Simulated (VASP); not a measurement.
# TiC (Pm-3m) in VASP: further runs

Runs on TiC. Level: PBE. Tasks: relaxation of cell and atoms, single point.

Everything below comes from runs of VASP 6.6.1. Logs are shortened: lines on timing, memory, paths and dates and some standing lists are left out, and cuts for length are marked.

### 1 The cell of the first run

It takes space group Pm-3m (No. 221, cubic). The conventional cell has a = 3.029 Å, b = 3.029 Å, c = 3.029 Å, α = 90.00°, β = 90.00°, γ = 90.00°. Within 3.5 Å of Ti (site symmetry m-3m) lie 8 C at 2.62 Å and 6 Ti at 3.03 Å. C (site symmetry m-3m) has 8 Ti at 2.62 Å and 6 C at 3.03 Å within 3.5 Å.

### 2 Relaxation of cell and atoms, PBE

File INCAR:

```
SYSTEM = TiC
PREC = Accurate
ENCUT = 600
EDIFF = 1E-7
ISMEAR = 0
SIGMA = 0.1
LREAL = .FALSE.
LASPH = .TRUE.
NELM = 80
ALGO = Normal
ISIF = 3
LWAVE = .FALSE.
LCHARG = .FALSE.
GGA = PE
IBRION = 2
NSW = 90
EDIFFG = -0.04
```

File KPOINTS:

```
regular mesh
0
G
  6 6 6
  0 0 0
```

File POSCAR:

```
TiC
1.0
    3.0293392400      0.0000000000      0.0000000000
    0.0000000000      3.0293392400      0.0000000000
    0.0000000000      0.0000000000      3.0293392400
Ti C
1 1
Direct
    0.0000000000      0.0000000000      0.0000000000
    0.5000000000      0.5000000000      0.5000000000
```

Potentials or basis: VASP PAW PBE potentials, release 64 (Ti_sv, C).

The run is started by

```sh
$ cat potpaw_PBE.64/Ti_sv/POTCAR potpaw_PBE.64/C/POTCAR > POTCAR
$ mpirun -np 1 vasp_std > vasp.out
```

OUTCAR:

```text
SYSTEM = TiC
   PREC = Accurate
   ENCUT = 600
   EDIFF = 1E-7
   ISMEAR = 0
   LREAL = .FALSE.
   LASPH = .TRUE.
   NELM = 80
   ISIF = 3
   GGA = PE
   IBRION = 2
   NSW = 90
   EDIFFG = -0.04

 ion  position               nearest neighbor table
   1  0.000  0.000  0.000-
   2  0.500  0.500  0.500-

  LATTYP: Found a simple cubic cell.
 ALAT       =     3.0293392400

  Lattice vectors:

 A1 = (   3.0293392400,   0.0000000000,   0.0000000000)
 A2 = (   0.0000000000,   3.0293392400,   0.0000000000)
 A3 = (   0.0000000000,   0.0000000000,   3.0293392400)

Analysis of symmetry for initial positions (statically):
=====================================================================
 Subroutine PRICEL returns:
 Original cell was already a primitive cell.

 Routine SETGRP: Setting up the symmetry group for a
 simple cubic supercell.

 Subroutine GETGRP returns: Found 48 space group operations
 (whereof 48 operations were pure point group operations)
 out of a pool of 48 trial point group operations.

The static configuration has the point symmetry O_h .

Analysis of symmetry for dynamics (positions and initial velocities):
=====================================================================
 Subroutine PRICEL returns:
 Original cell was already a primitive cell.

 Routine SETGRP: Setting up the symmetry group for a
 simple cubic supercell.

 Subroutine GETGRP returns: Found 48 space group operations
 (whereof 48 operations were pure point group operations)
 out of a pool of 48 trial point group operations.

The dynamic configuration has the point symmetry O_h .

 Subroutine INISYM returns: Found 48 space group operations
 (whereof 48 operations are pure point group operations),
 and found     1 'primitive' translations

----------------------------------------------------------------------------------------

                                     Primitive cell

  volume of cell :      27.7999

  direct lattice vectors                    reciprocal lattice vectors
     3.029339240  0.000000000  0.000000000     0.330104990  0.000000000  0.000000000
     0.000000000  3.029339240  0.000000000     0.000000000  0.330104990  0.000000000
     0.000000000  0.000000000  3.029339240     0.000000000  0.000000000  0.330104990

  length of vectors
     3.029339240  3.029339240  3.029339240     0.330104990  0.330104990  0.330104990

  position of ions in fractional coordinates (direct lattice)
     0.000000000  0.000000000  0.000000000
     0.500000000  0.500000000  0.500000000

  ion indices of the primitive-cell ions
   primitive index   ion index
                 1           1
                 2           2
[... 59 lines left out ...]
   ISTART =      0    job   : 0-new  1-cont  2-samecut
   ICHARG =      2    charge: 1-file 2-atom 10-const
   ISPIN  =      1    spin polarized calculation?
   LNONCOLLINEAR =      F non collinear calculations
   LSORBIT =      F    spin-orbit coupling
   LASPH  =      T    aspherical Exc in radial PAW
   ENCUT  =  600.0 eV  44.10 Ry    6.64 a.u.   6.05  6.05  6.05*2*pi/ulx,y,z
   NELM   =     80;   NELMIN=  2; NELMDL= -5     # of ELM steps
   EDIFF  = 0.1E-06   stopping-criterion for ELM
   LREAL  =      F    real-space projection
   EDIFFG = -.4E-01   stopping-criterion for IOM
   NSW    =     90    number of steps for IOM
   IBRION =      2    ionic relax: 0-MD 1-quasi-New 2-CG
   NFREE  =      1    steps in history (QN), initial steepest desc. (CG)
   ISIF   =      3    stress and relaxation
   ISYM   =      2    0-nonsym 1-usesym 2-fastsym
   POTIM  = 0.5000    time-step for ionic-motion
   TEBEG  =    0.0;   TEEND  =   0.0 temperature during run
   PSTRESS=    0.0 pullay stress
   NELECT =      16.0000    total number of electrons
   NUPDOWN=      -1.0000    fix difference up-down
   EMIN   =  10.00;   EMAX   =-10.00  energy-range for DOS
   EFERMI =   0.00;   METHOD = LEGACY
   ISMEAR =     0;   SIGMA  =   0.10  broadening in eV -4-tet -1-fermi 0-gaus
   EFERMI_NEDOS =   21; number of points for ismear=-14 and -15
   IALGO  =     38    algorithm
   IMIX   =      4    mixing-type and parameters
     AMIX     =   0.40;   BMIX     =  1.00
     AMIX_MAG =   1.60;   BMIX_MAG =  1.00
  volume/ion in A,a.u.               =      13.90        93.80
  Fermi-wavevector in a.u.,A,eV,Ry     =   1.361759  2.573351 25.230474  1.854388
  Thomas-Fermi vector in A             =   2.488307
   LORBIT       =      0    0 simple, 1 ext, 2 COOP (PROOUT), +10 PAW based schemes
   GGA     = PE    functional components
   LHFCALC =     F    Hartree Fock is set to
   AEXX    =    0.0000 exact exchange contribution
   IVDW    =     0    specifies the selected vdW correction
   LEPSILON=     F    determine dielectric tensor
   LRPA    =     F    only Hartree local field effects (RPA)
 conjugate gradient relaxation of ions
 non-spin polarized calculation
 Gauss-broadening in eV      SIGMA  =   0.10
  energy-cutoff  :      600.00
  volume of cell :       27.80
 maximum number of plane-waves:       952
   NGX = 13   NGY = 13   NGZ = 13

--------------------------------------- Ionic step        1  -------------------------------------------

 number of electron      16.0000004 magnetization

 Free energy of the ion-electron system (eV)
  ---------------------------------------------------
  ext. energy  EPLUGINS =         0.00000000
  ---------------------------------------------------
  free energy    TOTEN  =       -15.17008386 eV

  energy without entropy =      -15.14811681  energy(sigma->0) =      -15.15910034

 E-fermi :   6.4022     XC(G=0): -11.2386

 val. band max:        6.3853590969   @ k =   0.1667   0.1667   0.0000
 cond. band min:       6.4190237963   @ k =   0.5000   0.3333   0.1667
 fundamental gap:      0.0336646994
 Fermi energy:         6.4021967799

 k-point     1 :       0.0000    0.0000    0.0000
  band No.  band energies     occupation
      1     -50.9919      2.00000
      2     -27.0787      2.00000
      3     -27.0787      2.00000
      4     -27.0787      2.00000
      5      -4.7860      2.00000
      6       5.4773      2.00000
      7       5.4773      2.00000
      8       7.5137      0.00000
      9       7.5137      0.00000
     10       7.5137      0.00000
     11       8.5060      0.00000
     12       8.5060      0.00000
[... 390 lines left out ...]
--------------------------------------- Ionic step        4  -------------------------------------------

 number of electron      16.0000003 magnetization

 Free energy of the ion-electron system (eV)
  ---------------------------------------------------
  ext. energy  EPLUGINS =         0.00000000
  ---------------------------------------------------
  free energy    TOTEN  =       -16.38573322 eV

  energy without entropy =      -16.37847888  energy(sigma->0) =      -16.38210605

 E-fermi :  10.2330     XC(G=0): -12.9240

 val. band max:       10.1400461687   @ k =   0.1667   0.1667   0.0000
 cond. band min:      10.2541838387   @ k =   0.5000   0.5000   0.1667
 fundamental gap:      0.1141376700
 Fermi energy:        10.2330188716

 k-point     1 :       0.0000    0.0000    0.0000
  band No.  band energies     occupation
      1     -46.5372      2.00000
      2     -22.4281      2.00000
      3     -22.4281      2.00000
      4     -22.4281      2.00000
      5      -2.9451      2.00000
      6       8.5792      2.00000
      7       8.5792      2.00000
      8      11.5884      0.00000
      9      11.5884      0.00000
     10      11.5884      0.00000
     11      13.4915      0.00000
     12      13.4915      0.00000
[... 312 lines left out ...]
  FREE ENERGIE OF THE ION-ELECTRON SYSTEM (eV)
  ---------------------------------------------------
  free  energy   TOTEN  =       -16.3857332163 eV

  energy  without entropy=      -16.3784788758  energy(sigma->0) =      -16.38210605

 reached required accuracy - stopping structural energy minimisation
```

CONTCAR:

```text
TiC
   1.00000000000000
     2.7046071281289565   -0.0000000000000000   -0.0000000000000000
    -0.0000000000000000    2.7046071281289565   -0.0000000000000000
     0.0000000000000000    0.0000000000000000    2.7046071281289565
  Ti              C
     1     1
Direct
     0.0000000000000000    0.0000000000000000    0.0000000000000000
     0.5000000000000000    0.5000000000000000    0.5000000000000000

  0.00000000E+00  0.00000000E+00  0.00000000E+00
  0.00000000E+00  0.00000000E+00  0.00000000E+00
```

Wall time 13 s (1 thread of Intel Xeon 6975P-C (Granite Rapids), shared host); peak memory 0.14 GiB.

Results:

* Free energy: -16.3857 eV
* Relaxed volume: 9.89 Å³/atom
* Relaxed cell: a = 2.705 Å, b = 2.705 Å, c = 2.705 Å, α = 90.00°, β = 90.00°, γ = 90.00°
* Space group after relaxing (to 0.05 Å): Pm-3m (No. 221)
* Energy gained by relaxing: 607.8 meV/atom
* Ionic steps: 4
* Pressure after relaxing: 0.6 GPa
* Band gap on the k mesh: zero (band 8 reaches 11.59 eV, above the bottom of band 9 at 9.49 eV)

The path:
```
step  energy change (eV)  largest force (eV/Å)  pressure (GPa)  volume (Å³)
   1              0.0000                0.0000          -36.40        27.80
   2             -0.8328                0.0000           48.28        16.93
   3             -1.2155                0.0000           -0.87        19.92
   4             -1.2156                0.0000            0.64        19.78
```

Final structure:
```
Ti C
1.0
     2.70461    0.00000    0.00000
     0.00000    2.70461    0.00000
     0.00000    0.00000    2.70461
Ti C
1 1
Direct
  0.00000 0.00000 0.00000
  0.50000 0.50000 0.50000
```

Caveat: the volume moved by over 15 % at a fixed basis, so the end points are rough.

(Part 1 of 2 ends here.)
